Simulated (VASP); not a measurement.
Write the native input for VASP 6.6.1 that does the following.

- Task: electric field gradients
- Functional: r2SCAN
- Potentials or basis: VASP PAW PBE potentials, release 64 (Sn_d)
- Cutoff: 520 eV
- k mesh: 12 × 12 × 12
- Occupations: gaussian, width 0.05 eV
- Spin: no spin polarisation
- Dipole correction: no
- Further INCAR settings: ALGO = Normal; EDIFF = 1e-08; NBANDS = 21

Crystal: Sn.

```xyz
2
Lattice="0.0000 3.2333 3.2333 3.2333 0.0000 3.2333 3.2333 3.2333 0.0000" Properties=species:S:1:pos:R:3 pbc="T T T"
Sn    0.0000    0.0000    0.0000
Sn    1.6167    1.6167    1.6167
```

This isn't the form of Sn at room conditions, which is tetragonal (white tin).

The input as run:

POSCAR

```
Sn
1.0
    0.0000000000      3.2333428000      3.2333428000
    3.2333428000      0.0000000000      3.2333428000
    3.2333428000      3.2333428000      0.0000000000
Sn
2
Direct
    0.0000000000      0.0000000000      0.0000000000
    0.2500000000      0.2500000000      0.2500000000
```

INCAR.step1

```
PREC     = Accurate       # precision mode
ENCUT    = 520            # plane-wave cutoff, eV
ISMEAR   = 0              # smearing method
SIGMA    = 0.05           # smearing width, eV
LREAL    = False          # projectors in reciprocal space
LASPH    = True           # aspherical terms in the spheres
NELM     = 60             # most SCF steps
NBANDS   = 21             # bands
GGA      = PE             # functional
ALGO     = Normal         # electronic algorithm
EDIFF    = 1E-4           # SCF threshold, eV
LWAVE    = True           # write WAVECAR
LCHARG   = False          # write CHGCAR
```

INCAR.step2

```
PREC     = Accurate       # precision mode
ENCUT    = 520            # plane-wave cutoff, eV
EDIFF    = 1E-8           # SCF threshold, eV
ISMEAR   = 0              # smearing method
SIGMA    = 0.05           # smearing width, eV
LREAL    = False          # projectors in reciprocal space
LASPH    = True           # aspherical terms in the spheres
NELM     = 60             # most SCF steps
ALGO     = Normal         # electronic algorithm
ISIF     = 2              # what is computed and relaxed
LWAVE    = False          # write WAVECAR
LCHARG   = False          # write CHGCAR
METAGGA  = R2SCAN         # meta-GGA
LMIXTAU  = True         
LEFG     = True         
NBANDS   = 21             # bands
ISTART   = 1
```

KPOINTS

```
regular mesh
0
Gamma
  12 12 12
```

Potentials or basis: VASP PAW PBE potentials, release 64 (Sn_d).

Run with:

```sh
$ cat potpaw_PBE.64/Sn_d/POTCAR > POTCAR
$ cp INCAR.step1 INCAR
$ mpirun -np 1 vasp_std > vasp.out
$ cp INCAR.step2 INCAR
$ mpirun -np 1 vasp_std > vasp.out
```

Results of the run:

```
Pressure                                : 2.2 GPa
Band gap on the k mesh                  : zero (filled and empty bands touch)
Largest electric field gradient by atom : under 0.05 V/Å² on every atom
```

Caveat: the PAW data sets were made with another functional, which shifts forces and pressure a little; spin-orbit coupling is left out, which moves the levels of the heavy elements.

Wall time 6 min on 1 thread of AMD EPYC 9R45 96-Core Processor (Zen 5) (shared host), peak memory 0.23 GiB.
